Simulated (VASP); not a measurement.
Write the native input for VASP 6.6.1 that does the following.

| Item | Value |
| --- | --- |
| Task | single point |
| Functional | PBEsol |
| Potentials or basis | VASP PAW PBE potentials, release 64 (Al, N) |
| Cutoff | 600 eV |
| k mesh | 8 × 8 × 8 |
| Occupations | gaussian, width 0.05 eV |
| Spin | no spin polarisation |
| Dipole correction | no |
| Further INCAR settings | ALGO = Normal; EDIFF = 1e-06; NBANDS = 26 |

The structure of AlN lies in POSCAR:

```
AlN
1.0
   -3.1136926464      0.0000000000      0.0000000000
    0.0000000000      5.3930738627      0.0000000000
    1.5568463232     -2.6965369313     -4.9834165464
Al N
4 4
Direct
    0.9992459619      0.3325792953      0.9984919239
    0.4992459619      0.8325792953      0.9984919239
    0.2492459619      0.9159126286      0.4984919239
    0.7492459619      0.4159126286      0.4984919239
    0.8082540381      0.1415873714      0.6165080761
    0.3082540381      0.6415873714      0.6165080761
    0.0582540381      0.7249207047      0.1165080761
    0.5582540381      0.2249207047      0.1165080761
```

The input as run:

INCAR

```
PREC = Accurate
ENCUT = 600
EDIFF = 1E-6
ISMEAR = 0
SIGMA = 0.05
LREAL = False
LASPH = True
NELM = 120
ALGO = Normal
ISIF = 2
LWAVE = False
LCHARG = True
GGA = PS
LELF = True
LVHAR = True
NBANDS = 26
GGA_COMPAT = False
```

KPOINTS

```
Automatic mesh
0
Gamma
  8 8 8
```

Potentials or basis: VASP PAW PBE potentials, release 64 (Al, N).

The run is started by

```sh
$ cat potpaw_PBE.64/Al/POTCAR potpaw_PBE.64/N/POTCAR > POTCAR
$ mpirun -np 1 vasp_std > vasp.out
```

It gave:

| Item | Value |
| --- | --- |
| Pressure | -0.1 GPa |
| Band gap on the k mesh | 4.11 eV |

Caveat: the PAW data sets were made with another functional, which shifts forces and pressure a little.

Run time: 2.8 min on 1 thread of Intel(R) Xeon(R) Platinum 8375C CPU @ 2.90GHz (Ice Lake), on a shared host, peak memory 0.35 GiB.
